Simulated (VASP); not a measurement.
# SiC (P6_3mc) in VASP: a series of runs, part 3 of 3

VASP 6.6.1.

**5. Single point, PBE (10.18 Å³/atom)**

This run uses another cell than the first one, of 10.18 Å³/atom.

INCAR reads:

```
SYSTEM = SiC
ALGO = Normal
EDIFF = 1E-6
ENCUT = 520
GGA = PE
ISIF = 2
ISMEAR = 0
LASPH = .True.
LCHARG = .False.
LREAL = .False.
LWAVE = .False.
NBANDS = 36
NELM = 100
PREC = Accurate
SIGMA = 0.02
```

KPOINTS reads:

```
k-points
0
Gamma
  12 12 2
  0 0 0
```

POSCAR reads:

```
SiC
1.0
    3.0637333288      0.0000000000      0.0000000000
   -1.5318666644      2.6532708931      0.0000000000
    0.0000000000      0.0000000000     15.0330310912
Si C
6 6
Direct
    0.0000000000      0.0000000000      0.1250399221
    0.0000000000      0.0000000000      0.6250399221
    0.3333333333      0.6666666667      0.2918177992
    0.6666666667      0.3333333333      0.7918177992
    0.3333333333      0.6666666667      0.9583095063
    0.6666666667      0.3333333333      0.4583095063
    0.0000000000      0.0000000000     -0.0003123163
    0.0000000000      0.0000000000      0.4996876837
    0.3333333333      0.6666666667      0.1668296831
    0.6666666667      0.3333333333      0.6668296831
    0.3333333333      0.6666666667      0.8333154055
    0.6666666667      0.3333333333      0.3333154055
```

Potentials or basis: VASP PAW PBE potentials, release 64 (Si, C).

Run with:

```bash
> cat potpaw_PBE.64/Si/POTCAR potpaw_PBE.64/C/POTCAR > POTCAR
> mpirun -np 1 vasp_std > vasp.out
```

OUTCAR:

```text
SYSTEM = SiC
   EDIFF = 1E-6
   ENCUT = 520
   GGA = PE
   ISIF = 2
   ISMEAR = 0
   LASPH = .True.
   LREAL = .False.
   NELM = 100
   PREC = Accurate

 ion  position               nearest neighbor table
   1  0.000  0.000  0.125-   9 1.88   9 1.88   9 1.88   7 1.88   5 3.07   5 3.07   5 3.07   3 3.07
                             3 3.07   3 3.07
   2  0.000  0.000  0.625-  10 1.88  10 1.88  10 1.88   8 1.88   6 3.07   6 3.07   6 3.07   4 3.07
                             4 3.07   4 3.07
   3  0.333  0.667  0.292-  12 1.88  12 1.88  12 1.88   9 1.88   6 3.06   6 3.06   6 3.06   1 3.07
[... 1177 lines left out ...]
 -----------------------------------------------------------------------------
  energy-cutoff  :      520.00
  volume of cell :      122.20
      direct lattice vectors                 reciprocal lattice vectors
     3.063733329  0.000000000  0.000000000     0.326399165  0.188446646  0.000000000
    -1.531866664  2.653270893  0.000000000     0.000000000  0.376893291  0.000000000
     0.000000000  0.000000000 15.033031091     0.000000000  0.000000000  0.066520184

 POSITION                                       TOTAL-FORCE (eV/Angst)
 -----------------------------------------------------------------------------------
      0.00000      0.00000      1.87973         0.000000     -0.000000     -0.007672
      0.00000      0.00000      9.39624        -0.000000      0.000000     -0.007672
     -0.00000      1.76885      4.38691        -0.000000     -0.000000      0.000897
      1.53187      0.88442     11.90342         0.000000      0.000000      0.000897
     -0.00000      1.76885     14.40630        -0.000000      0.000000      0.001663
      1.53187      0.88442      6.88978         0.000000     -0.000000      0.001663
      0.00000      0.00000     15.02834        -0.000000     -0.000000      0.004897
      0.00000      0.00000      7.51182        -0.000000      0.000000      0.004897
     -0.00000      1.76885      2.50796        -0.000000     -0.000000      0.000333
      1.53187      0.88442     10.02447         0.000000      0.000000      0.000333
     -0.00000      1.76885     12.52726        -0.000000      0.000000     -0.000117
      1.53187      0.88442      5.01074        -0.000000      0.000000     -0.000117
 -----------------------------------------------------------------------------------
    total drift:                               -0.000000     -0.000000      0.000181

  FREE ENERGIE OF THE ION-ELECTRON SYSTEM (eV)
  ---------------------------------------------------
  free  energy   TOTEN  =       -90.2947045512 eV

  energy  without entropy=      -90.2947045512  energy(sigma->0) =      -90.29470455
```

OSZICAR:

```text
N       E                     dE             d eps       ncg     rms          rms(c)
DAV:   1     0.124201148374E+03    0.12420E+03   -0.21938E+04  2736   0.121E+03
DAV:   2    -0.897328485711E+02   -0.21393E+03   -0.19992E+03  3572   0.207E+02
DAV:   3    -0.101512439377E+03   -0.11780E+02   -0.11696E+02  3616   0.464E+01
DAV:   4    -0.101685619095E+03   -0.17318E+00   -0.17284E+00  3472   0.650E+00
DAV:   5    -0.101689186309E+03   -0.35672E-02   -0.35647E-02  3504   0.885E-01    0.220E+01
DAV:   6    -0.906234761528E+02    0.11066E+02   -0.32216E+01  3392   0.210E+01    0.987E+00
DAV:   7    -0.903437435535E+02    0.27973E+00   -0.33446E+00  3572   0.696E+00    0.418E+00
DAV:   8    -0.902986120572E+02    0.45131E-01   -0.20851E-01  3296   0.182E+00    0.129E+00
DAV:   9    -0.902939036252E+02    0.47084E-02   -0.29260E-02  3420   0.790E-01    0.181E-01
DAV:  10    -0.902945593006E+02   -0.65568E-03   -0.21708E-03  3464   0.202E-01    0.947E-02
DAV:  11    -0.902947012688E+02   -0.14197E-03   -0.28637E-04  3220   0.941E-02    0.190E-02
DAV:  12    -0.902947027525E+02   -0.14837E-05   -0.12378E-05  3524   0.162E-02    0.834E-03
DAV:  13    -0.902947041530E+02   -0.14006E-05   -0.14579E-06  2344   0.602E-03    0.231E-03
DAV:  14    -0.902947045512E+02   -0.39819E-06   -0.19297E-07  1944   0.220E-03
   1 F= -.90294705E+02 E0= -.90294705E+02  d E =-.402198E-26
```

Wall time 82 s (1 thread of Intel Xeon 6975P-C (Granite Rapids), shared host); peak memory 0.29 GiB.

What came out:

```
Free energy            : -90.2947 eV
Pressure               : 6.8 GPa
Largest force          : 0.008 eV/Å
Band gap on the k mesh : 2.02 eV (least direct gap 3.12 eV)
```

Forces in eV/Å, atoms in the order of the input:
```
Si   0.000  0.000 -0.008
Si   0.000  0.000 -0.008
Si   0.000  0.000  0.001
Si   0.000  0.000  0.001
Si   0.000  0.000  0.002
Si   0.000  0.000  0.002
C    0.000  0.000  0.005
C    0.000  0.000  0.005
C    0.000  0.000  0.000
C    0.000  0.000  0.000
C    0.000  0.000  0.000
C    0.000  0.000  0.000
```

Levels at points of the mesh, in eV from the valence-band top:
```
           k point  band 21  band 22  band 23  band 24  band 25  band 26  band 27  band 28
(0.00, 0.00, 0.00)    -0.30    -0.04     0.00     0.00     5.32     5.49     5.90     6.41
(0.50, 0.00, 0.00)    -1.82    -1.79    -1.67    -1.10     2.02     2.22     3.24     3.92
(0.00, 0.00, 0.50)    -0.10    -0.10    -0.10    -0.10     5.38     5.38     6.13     6.13
(0.50, 0.00, 0.50)    -1.72    -1.72    -1.31    -1.31     2.07     2.07     3.46     3.46
```

Caveat: the cell stands under pressure. A k mesh can miss the band edges.

**6. Single point, PBE (10.81 Å³/atom)**

This run uses another cell than the first one, of 10.81 Å³/atom.

INCAR reads:

```
PREC = Accurate
ENCUT = 520
EDIFF = 1E-6
ISMEAR = 0
SIGMA = 0.02
LREAL = F
LASPH = T
NELM = 100
ALGO = Normal
ISIF = 2
LWAVE = F
LCHARG = F
GGA = PE
NBANDS = 36
```

KPOINTS reads:

```
Automatic mesh
0
Gamma
  12 12 2
```

POSCAR, as its differences from that of step 5:

```diff
@@ -2,5 +2,5 @@
 1.0
-    3.0637333288      0.0000000000      0.0000000000
-   -1.5318666644      2.6532708931      0.0000000000
-    0.0000000000      0.0000000000     15.0330310912
+    3.1256436114      0.0000000000      0.0000000000
+   -1.5628218057      2.7068867707      0.0000000000
+    0.0000000000      0.0000000000     15.3368105342
 Si C
```

Potentials or basis: VASP PAW PBE potentials, release 64 (Si, C).

Run with:

```bash
> cat potpaw_PBE.64/Si/POTCAR potpaw_PBE.64/C/POTCAR > POTCAR
> mpirun -np 1 vasp_std > vasp.out
```

Wall time 1.8 min (1 thread of Intel Xeon 6975P-C (Granite Rapids), shared host); peak memory 0.3 GiB.

Results (log left out):

```yaml
Free_energy: -90.3021 eV
Pressure: -6.0 GPa
Largest_force: 0.009 eV/Å
Band_gap_on_the_k_mesh: 2.04 eV (least direct gap 3.12 eV)
```

Forces on the atoms (eV/Å):
```
Si   0.000  0.000  0.009
Si   0.000  0.000  0.009
Si   0.000  0.000 -0.001
Si   0.000  0.000 -0.001
Si   0.000  0.000 -0.003
Si   0.000  0.000 -0.003
C    0.000  0.000 -0.005
C    0.000  0.000 -0.005
C    0.000  0.000  0.000
C    0.000  0.000  0.000
C    0.000  0.000  0.000
C    0.000  0.000  0.000
```

Levels at points of the mesh, in eV from the valence-band top:
```csv
k point,band 20,band 21,band 22,band 23,band 24,band 25,band 26,band 27,band 28,band 29
"(0.00, 0.00, 0.00)",-0.30,-0.30,-0.04,0.00,0.00,4.80,4.97,5.36,5.80,5.87
"(0.50, 0.00, 0.00)",-2.21,-1.77,-1.74,-1.62,-1.09,2.04,2.20,3.14,3.81,4.48
"(0.00, 0.00, 0.50)",-0.63,-0.09,-0.09,-0.09,-0.09,4.87,4.87,5.60,5.60,6.17
"(0.50, 0.00, 0.50)",-2.29,-1.68,-1.68,-1.29,-1.29,2.07,2.07,3.36,3.36,4.61
```

Caveat: the cell stands under tension. A k mesh can miss the band edges.

**7. Summary**

| cell | gap on the mesh (eV) | pressure (GPa) | largest force (eV/Å) |
| --- | --- | --- | --- |
| a = 2.966, b = 2.966, c = 14.548 Å, angles 90.0, 90.0, 120.0°, 12 atoms | 1.99 | 34.7 | - |
| a = 3.000, b = 3.000, c = 14.713 Å, angles 90.0, 90.0, 120.0°, 12 atoms | 2.00 | 24.0 | 0.01 |
| a = 3.032, b = 3.032, c = 14.874 Å, angles 90.0, 90.0, 120.0°, 12 atoms | 2.01 | 14.8 | 0.01 |
| a = 3.064, b = 3.064, c = 15.033 Å, angles 90.0, 90.0, 120.0°, 12 atoms | 2.02 | 6.8 | 0.01 |
| a = 3.126, b = 3.126, c = 15.337 Å, angles 90.0, 90.0, 120.0°, 12 atoms | 2.04 | -6.0 | 0.01 |

Alike in all rows: task single point; level PBE; potentials or basis VASP PAW PBE potentials, release 64 (Si, C); no spin polarisation; k mesh 12 × 12 × 2; cutoff (eV) 520; smearing gaussian 0.02 eV.

Caveats: the cell stands under pressure (at least some runs); the cell stands under tension (at least some runs).

Total energies depend on the potentials used, so only differences within one code and one set of settings carry meaning.
